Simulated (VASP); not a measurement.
# Sc2Si (Fd-3m) in VASP: further runs

Sc2Si is run at these levels: PBE; tasks: relaxation of cell and atoms.

Program: VASP 6.6.1. These are calculated values, not measurements. Logs are shortened: lines on timing, memory, paths and dates and some standing lists are left out, and cuts for length are marked.

### Step 1. The cell of the first run

Symmetry: Fd-3m, No. 227, cubic system. The conventional cell has a = 7.558 Å, b = 7.558 Å, c = 7.558 Å, α = 90.00°, β = 90.00°, γ = 90.00°. Sc (site symmetry -3m) has 6 Sc at 2.67 Å and 6 Si at 3.13 Å within 3.5 Å. Si (site symmetry -43m) has 12 Sc at 3.13 Å and 4 Si at 3.27 Å within 4.1 Å.

### Step 2. Relaxation of cell and atoms, PBE

Input file INCAR:

```
ALGO     = Normal         # electronic algorithm
EDIFF    = 1E-6           # SCF threshold, eV
EDIFFG   = -0.04          # ionic threshold
ENCUT    = 600            # plane-wave cutoff, eV
GGA      = PE             # functional
IBRION   = 2              # ionic algorithm
ISIF     = 3              # what is computed and relaxed
ISMEAR   = 0              # smearing method
LASPH    = T              # aspherical terms in the spheres
LCHARG   = F              # write CHGCAR
LREAL    = F              # projectors in reciprocal space
LWAVE    = F              # write WAVECAR
NELM     = 80             # most SCF steps
NSW      = 90             # ionic steps
PREC     = Accurate       # precision mode
SIGMA    = 0.1            # smearing width, eV
```

Input file KPOINTS:

```
k-points
0
Gamma
  4 4 4
```

Input file POSCAR:

```
Sc2Si
1.0
    0.0000000000      3.7791192247      3.7791192247
    3.7791192247      0.0000000000      3.7791192247
    3.7791192247      3.7791192247      0.0000000000
Sc Si
4 2
Direct
    0.6250000000      0.6250000000      0.6250000000
    0.1250000000      0.6250000000      0.6250000000
    0.6250000000      0.6250000000      0.1250000000
    0.6250000000      0.1250000000      0.6250000000
    0.0000000000      0.0000000000      0.0000000000
    0.2500000000      0.2500000000      0.2500000000
```

Potentials or basis: VASP PAW PBE potentials, release 64 (Sc_sv, Si).

Launch:

```console
$ cat potpaw_PBE.64/Sc_sv/POTCAR potpaw_PBE.64/Si/POTCAR > POTCAR
$ mpirun -np 1 vasp_std > vasp.out
```

OUTCAR:

```text
EDIFF = 1E-6
   EDIFFG = -0.04
   ENCUT = 600
   GGA = PE
   IBRION = 2
   ISIF = 3
   ISMEAR = 0
   LASPH = T
   LREAL = F
   NELM = 80
   NSW = 90
   PREC = Accurate

 ion  position               nearest neighbor table
   1  0.625  0.625  0.625-   2 2.67   3 2.67   4 2.67   3 2.67   4 2.67   2 2.67   6 3.13   5 3.13
                             6 3.13   5 3.13   6 3.13   5 3.13
   2  0.125  0.625  0.625-   1 2.67   3 2.67   4 2.67   1 2.67   3 2.67   4 2.67   5 3.13   6 3.13
                             5 3.13   5 3.13   6 3.13   6 3.13
   3  0.625  0.625  0.125-   1 2.67   1 2.67   2 2.67   4 2.67   4 2.67   2 2.67   6 3.13   5 3.13
                             6 3.13   5 3.13   6 3.13   5 3.13
   4  0.625  0.125  0.625-   1 2.67   3 2.67   1 2.67   2 2.67   3 2.67   2 2.67   5 3.13   6 3.13
                             5 3.13   6 3.13   6 3.13   5 3.13
   5  0.000  0.000  0.000-   1 3.13   3 3.13   4 3.13   1 3.13   2 3.13   3 3.13   1 3.13   2 3.13
                             4 3.13   2 3.13   3 3.13   4 3.13
   6  0.250  0.250  0.250-   2 3.13   3 3.13   4 3.13   1 3.13   2 3.13   4 3.13   1 3.13   2 3.13
                             3 3.13   1 3.13   3 3.13   4 3.13

  LATTYP: Found a face centered cubic cell.
 ALAT       =     7.5582384494

  Lattice vectors:

 A1 = (   0.0000000000,   3.7791192247,   3.7791192247)
 A2 = (   3.7791192247,   0.0000000000,   3.7791192247)
 A3 = (   3.7791192247,   3.7791192247,   0.0000000000)

Analysis of symmetry for initial positions (statically):
=====================================================================
 Subroutine PRICEL returns:
 Original cell was already a primitive cell.

 Routine SETGRP: Setting up the symmetry group for a
 face centered cubic supercell.

 Subroutine GETGRP returns: Found 48 space group operations
 (whereof 24 operations were pure point group operations)
 out of a pool of 48 trial point group operations.

The static configuration has the point symmetry T_d .
 The point group associated with its full space group is O_h .

Analysis of symmetry for dynamics (positions and initial velocities):
=====================================================================
 Subroutine PRICEL returns:
 Original cell was already a primitive cell.

 Routine SETGRP: Setting up the symmetry group for a
 face centered cubic supercell.

 Subroutine GETGRP returns: Found 48 space group operations
 (whereof 24 operations were pure point group operations)
 out of a pool of 48 trial point group operations.

The dynamic configuration has the point symmetry T_d .
 The point group associated with its full space group is O_h .

 Subroutine INISYM returns: Found 48 space group operations
 (whereof 24 operations are pure point group operations),
 and found     1 'primitive' translations

----------------------------------------------------------------------------------------

                                     Primitive cell

  volume of cell :     107.9448

  direct lattice vectors                    reciprocal lattice vectors
     0.000000000  3.779119225  3.779119225    -0.132305961  0.132305961  0.132305961
     3.779119225  0.000000000  3.779119225     0.132305961 -0.132305961  0.132305961
     3.779119225  3.779119225  0.000000000     0.132305961  0.132305961 -0.132305961

  length of vectors
     5.344481661  5.344481661  5.344481661     0.229160646  0.229160646  0.229160646

  position of ions in fractional coordinates (direct lattice)
     0.625000000  0.625000000  0.625000000
     0.125000000  0.625000000  0.625000000
     0.625000000  0.625000000  0.125000000
     0.625000000  0.125000000  0.625000000
     0.000000000  0.000000000  0.000000000
     0.250000000  0.250000000  0.250000000

  ion indices of the primitive-cell ions
   primitive index   ion index
                 1           1
                 2           2
                 3           3
                 4           4
                 5           5
                 6           6

----------------------------------------------------------------------------------------

 KPOINTS: k-points

Automatic generation of k-mesh.
 Grid dimensions read from file:
 generate k-points for:    4    4    4

 Generating k-lattice:

  Cartesian coordinates                     Fractional coordinates (reciprocal lattice)
    -0.033076490  0.033076490  0.033076490     0.250000000  0.000000000  0.000000000
     0.033076490 -0.033076490  0.033076490     0.000000000  0.250000000  0.000000000
     0.033076490  0.033076490 -0.033076490     0.000000000  0.000000000  0.250000000

  Length of vectors
     0.057290162  0.057290162  0.057290162

  Shift w.r.t. Gamma in fractional coordinates (k-lattice)
     0.000000000  0.000000000  0.000000000

 Subroutine IBZKPT returns following result:
 ===========================================

 Found      8 irreducible k-points:

 Following reciprocal coordinates:
            Coordinates               Weight
  0.000000  0.000000  0.000000      1.000000
  0.250000  0.000000  0.000000      8.000000
  0.500000  0.000000  0.000000      4.000000
  0.250000  0.250000  0.000000      6.000000
  0.500000  0.250000  0.000000     24.000000
 -0.250000  0.250000  0.000000     12.000000
  0.500000  0.500000  0.000000      3.000000
 -0.250000  0.500000  0.250000      6.000000
   k-points           NKPTS =      8   k-points in BZ     NKDIM =      8   number of bands    NBANDS=     31
   number of dos      NEDOS =    301   number of ions     NIONS =      6
   total plane-waves  NPLWV = 110592
   dimension x,y,z NGX =    48 NGY =   48 NGZ =   48
   dimension x,y,z NGXF=    96 NGYF=   96 NGZF=   96
   ions per type =               4   2
   NGX,Y,Z   is equivalent  to a cutoff of  14.93, 14.93, 14.93 a.u.
   NGXF,Y,Z  is equivalent  to a cutoff of  29.86, 29.86, 29.86 a.u.
 SYSTEM =  unknown system
   PREC   = accura    normal or accurate (medium, high low for compatibility)
   ISTART =      0    job   : 0-new  1-cont  2-samecut
   ICHARG =      2    charge: 1-file 2-atom 10-const
   ISPIN  =      1    spin polarized calculation?
   LNONCOLLINEAR =      F non collinear calculations
   LSORBIT =      F    spin-orbit coupling
   LASPH  =      T    aspherical Exc in radial PAW
   ENCUT  =  600.0 eV  44.10 Ry    6.64 a.u.  10.67 10.67 10.67*2*pi/ulx,y,z
   NELM   =     80;   NELMIN=  2; NELMDL= -5     # of ELM steps
   EDIFF  = 0.1E-05   stopping-criterion for ELM
   LREAL  =      F    real-space projection
   EDIFFG = -.4E-01   stopping-criterion for IOM
   NSW    =     90    number of steps for IOM
   IBRION =      2    ionic relax: 0-MD 1-quasi-New 2-CG
   NFREE  =      1    steps in history (QN), initial steepest desc. (CG)
   ISIF   =      3    stress and relaxation
   ISYM   =      2    0-nonsym 1-usesym 2-fastsym
   POTIM  = 0.5000    time-step for ionic-motion
   TEBEG  =    0.0;   TEEND  =   0.0 temperature during run
   PSTRESS=    0.0 pullay stress
   NELECT =      52.0000    total number of electrons
   NUPDOWN=      -1.0000    fix difference up-down
   EMIN   =  10.00;   EMAX   =-10.00  energy-range for DOS
   EFERMI =   0.00;   METHOD = LEGACY
   ISMEAR =     0;   SIGMA  =   0.10  broadening in eV -4-tet -1-fermi 0-gaus
   EFERMI_NEDOS =   21; number of points for ismear=-14 and -15
   IALGO  =     38    algorithm
   IMIX   =      4    mixing-type and parameters
     AMIX     =   0.40;   BMIX     =  1.00
     AMIX_MAG =   1.60;   BMIX_MAG =  1.00
  volume/ion in A,a.u.               =      17.99       121.41
  Fermi-wavevector in a.u.,A,eV,Ry     =   1.283341  2.425163 22.408302  1.646964
  Thomas-Fermi vector in A             =   2.415599
   LORBIT       =      0    0 simple, 1 ext, 2 COOP (PROOUT), +10 PAW based schemes
   GGA     = PE    functional components
   LHFCALC =     F    Hartree Fock is set to
   AEXX    =    0.0000 exact exchange contribution
   IVDW    =     0    specifies the selected vdW correction
   LEPSILON=     F    determine dielectric tensor
   LRPA    =     F    only Hartree local field effects (RPA)
 conjugate gradient relaxation of ions
 non-spin polarized calculation
 Gauss-broadening in eV      SIGMA  =   0.10
  energy-cutoff  :      600.00
  volume of cell :      107.94
 maximum number of plane-waves:      3647
 NGX is ok and might be reduce to    48
   NGX = 21   NGY = 21   NGZ = 21

--------------------------------------- Ionic step        1  -------------------------------------------

 number of electron      51.9999996 magnetization

 Free energy of the ion-electron system (eV)
  ---------------------------------------------------
  ext. energy  EPLUGINS =         0.00000000
  ---------------------------------------------------
  free energy    TOTEN  =       -33.73891288 eV

  energy without entropy =      -33.72140495  energy(sigma->0) =      -33.73015892

------------------------ aborting loop because EDIFF is reached ----------------------------------------

  FORCE on cell =-STRESS in cart. coord.  units (eV):
  Direction    XX          YY          ZZ          XY          YZ          ZX
  --------------------------------------------------------------------------------------
  -------------------------------------------------------------------------------------
  Total        6.6738504      6.6738504      6.6738504     -0.0000000      0.0000000      0.0000000
  in kB       99.0570235     99.0570235     99.0570235     -0.0000000      0.0000000      0.0000000
  external PRESSURE =      99.0570235 kB  Pullay stress =       0.0000000 kB

 VOLUME and BASIS-vectors are now :
 -----------------------------------------------------------------------------
  energy-cutoff  :      600.00
  volume of cell :      107.94
      direct lattice vectors                 reciprocal lattice vectors
     0.000000000  3.779119225  3.779119225    -0.132305961  0.132305961  0.132305961
     3.779119225  0.000000000  3.779119225     0.132305961 -0.132305961  0.132305961
     3.779119225  3.779119225  0.000000000     0.132305961  0.132305961 -0.132305961
[... 41 lines left out ...]
 POSITION                                       TOTAL-FORCE (eV/Angst)
 -----------------------------------------------------------------------------------
      4.97739      4.97739      4.97739         0.000000      0.000000     -0.000000
      4.97739      2.98643      2.98643         0.000000      0.000000     -0.000000
      2.98643      2.98643      4.97739         0.000000      0.000000     -0.000000
      2.98643      4.97739      2.98643         0.000000      0.000000     -0.000000
      7.96382      3.98191      3.98191         0.000000      0.000000      0.000000
      1.99095      1.99095      1.99095        -0.000000     -0.000000     -0.000000
 -----------------------------------------------------------------------------------
    total drift:                                0.000000      0.000000     -0.000000

  FREE ENERGIE OF THE ION-ELECTRON SYSTEM (eV)
  ---------------------------------------------------
  free  energy   TOTEN  =       -34.1611015197 eV

  energy  without entropy=      -34.1388316030  energy(sigma->0) =      -34.14996656

--------------------------------------- Ionic step        3  -------------------------------------------

 number of electron      51.9999997 magnetization

 Free energy of the ion-electron system (eV)
  ---------------------------------------------------
  ext. energy  EPLUGINS =         0.00000000
  ---------------------------------------------------
  free energy    TOTEN  =       -34.17166247 eV

  energy without entropy =      -34.15055379  energy(sigma->0) =      -34.16110813

 E-fermi :   5.2382     XC(G=0): -10.2964

 val. band max:        5.1751529779   @ k =  -0.2500   0.2500   0.0000
 cond. band min:       5.2513420561   @ k =   0.2500   0.0000   0.0000
 fundamental gap:      0.0761890782
 Fermi energy:         5.2382147342

 k-point     1 :       0.0000    0.0000    0.0000
  band No.  band energies     occupation
      1     -44.1785      2.00000
      2     -43.9376      2.00000
      3     -43.9376      2.00000
      4     -43.9376      2.00000
      5     -23.6296      2.00000
      6     -23.0495      2.00000
[... 283 lines left out ...]
 POSITION                                       TOTAL-FORCE (eV/Angst)
 -----------------------------------------------------------------------------------
      4.93972      4.93972      4.93972        -0.000000     -0.000000      0.000000
      4.93972      2.96383      2.96383        -0.000000     -0.000000      0.000000
      2.96383      2.96383      4.93972        -0.000000     -0.000000      0.000000
      2.96383      4.93972      2.96383        -0.000000     -0.000000      0.000000
     -0.00000      0.00000      0.00000         0.000000      0.000000      0.000000
      1.97589      1.97589      1.97589        -0.000000     -0.000000     -0.000000
 -----------------------------------------------------------------------------------
    total drift:                                0.000000      0.000000     -0.000000

  FREE ENERGIE OF THE ION-ELECTRON SYSTEM (eV)
  ---------------------------------------------------
  free  energy   TOTEN  =       -34.1716624680 eV

  energy  without entropy=      -34.1505537868  energy(sigma->0) =      -34.16110813

 reached required accuracy - stopping structural energy minimisation
```

Wall time 3.9 min (1 thread of Intel Xeon 8259CL, shared host); peak memory 0.34 GiB.

Results:

| Quantity | Value |
| --- | --- |
| Free energy | -34.1717 eV |
| Relaxed volume | 20.57 Å³/atom |
| Relaxed cell | a = 5.589 Å, b = 5.589 Å, c = 5.589 Å, α = 60.00°, β = 60.00°, γ = 60.00° |
| Space group after relaxing (to 0.1 Å) | Fd-3m (No. 227) |
| Energy gained by relaxing | 72.1 meV/atom |
| Ionic steps | 3 |
| Pressure after relaxing | 0.0 GPa |
| Band gap on the k mesh | zero (bands 26 and 27 overlap by 0.67 eV) |

The path:
| step | energy change (eV) | largest force (eV/Å) | pressure (GPa) | volume (Å³) |
| --- | --- | --- | --- | --- |
| 1 | 0.0000 | 0.0000 | 9.91 | 107.94 |
| 2 | -0.4222 | 0.0000 | -1.21 | 126.27 |
| 3 | -0.4327 | 0.0000 | 0.04 | 123.43 |

Final structure:
```
Sc Si
1.0
     0.00000    3.95177    3.95177
     3.95177    0.00000    3.95177
     3.95177    3.95177    0.00000
Sc Si
4 2
Cartesian
  4.9397 4.9397 4.9397
  4.9397 2.9638 2.9638
  2.9638 2.9638 4.9397
  2.9638 4.9397 2.9638
  0.0000 0.0000 0.0000
  1.9759 1.9759 1.9759
```

Levels at points of the mesh, in eV from the Fermi level:
```csv
k point,band 23,band 24,band 25,band 26,band 27,band 28,band 29,band 30
"(0.00, 0.00, 0.00)",-1.14,-1.14,-1.14,-0.53,-0.53,-0.53,0.25,0.25
"(0.50, 0.00, 0.00)",-1.37,-1.37,-0.13,-0.13,0.23,0.29,1.17,1.17
"(0.50, 0.50, 0.00)",-0.80,-0.80,-0.53,-0.53,0.45,0.45,1.23,1.23
```

### Step 3. Relaxation of cell and atoms, PBE

This run uses another cell than the first one, of 20.62 Å³/atom.

Input file INCAR:

```
PREC = Accurate ; ENCUT = 600
EDIFF = 1E-6 ; ISMEAR = 0
SIGMA = 0.1 ; LREAL = False
LASPH = True ; NELM = 80
ALGO = Fast ; ISIF = 3
LWAVE = False ; LCHARG = False
GGA = PE ; IBRION = 2
NSW = 100 ; EDIFFG = -0.01
```

Input file KPOINTS:

```
Automatic mesh
0
Gamma
  8 8 8
```

Input file POSCAR:

```
Sc2Si
1.0
    0.0000000000      3.9550462164      3.9550462164
    3.9550462164      0.0000000000      3.9550462164
    3.9550462164      3.9550462164      0.0000000000
Sc Si
4 2
Direct
    0.1250000000      0.1250000000      0.1250000000
    0.6250000000      0.1250000000      0.1250000000
    0.1250000000      0.1250000000      0.6250000000
    0.1250000000      0.6250000000      0.1250000000
    0.5000000000      0.5000000000      0.5000000000
    0.7500000000      0.7500000000      0.7500000000
```

Potentials or basis: VASP PAW PBE potentials, release 64 (Sc_sv, Si).

Launch:

```console
$ cat potpaw_PBE.64/Sc_sv/POTCAR potpaw_PBE.64/Si/POTCAR > POTCAR
$ mpirun -np 1 vasp_std > vasp.out
```

Run time: 15 min. Hardware: 1 thread of Intel Xeon 8259CL, shared host; peak memory 0.4 GiB.

Results (log left out):

- Free energy: -34.1089 eV
- Relaxed volume: 20.74 Å³/atom
- Relaxed cell: a = 5.604 Å, b = 5.604 Å, c = 5.604 Å, α = 60.00°, β = 60.00°, γ = 60.00°
- Space group after relaxing (to 0.1 Å): Fd-3m (No. 227)
- Energy gained by relaxing: 0.1 meV/atom
- Ionic steps: 2
- Pressure after relaxing: 0.0 GPa
- Band gap on the k mesh: zero (bands 26 and 27 overlap by 0.73 eV)

Step by step:
```csv
step,energy change (eV),largest force (eV/Å),pressure (GPa),volume (Å³)
1,0.0000,0.0000,0.31,123.73
2,-0.0007,0.0000,0.00,124.45
```

Final structure:
```
Sc Si
1.0
     0.00000    3.96267    3.96267
     3.96267    0.00000    3.96267
     3.96267    3.96267    0.00000
Sc Si
4 2
Direct
  0.12500 0.12500 0.12500
  0.62500 0.12500 0.12500
  0.12500 0.12500 0.62500
  0.12500 0.62500 0.12500
  0.50000 0.50000 0.50000
  0.75000 0.75000 0.75000
```

Levels at points of the mesh, in eV from the Fermi level:
| k point | band 23 | band 24 | band 25 | band 26 | band 27 | band 28 | band 29 | band 30 |
| --- | --- | --- | --- | --- | --- | --- | --- | --- |
| (0.00, 0.00, 0.00) | -1.15 | -1.15 | -1.15 | -0.58 | -0.58 | -0.58 | 0.22 | 0.22 |
| (0.50, 0.00, 0.00) | -1.40 | -1.40 | -0.15 | -0.15 | 0.20 | 0.26 | 1.13 | 1.14 |
| (0.50, 0.50, 0.00) | -0.82 | -0.82 | -0.53 | -0.53 | 0.42 | 0.42 | 1.20 | 1.22 |
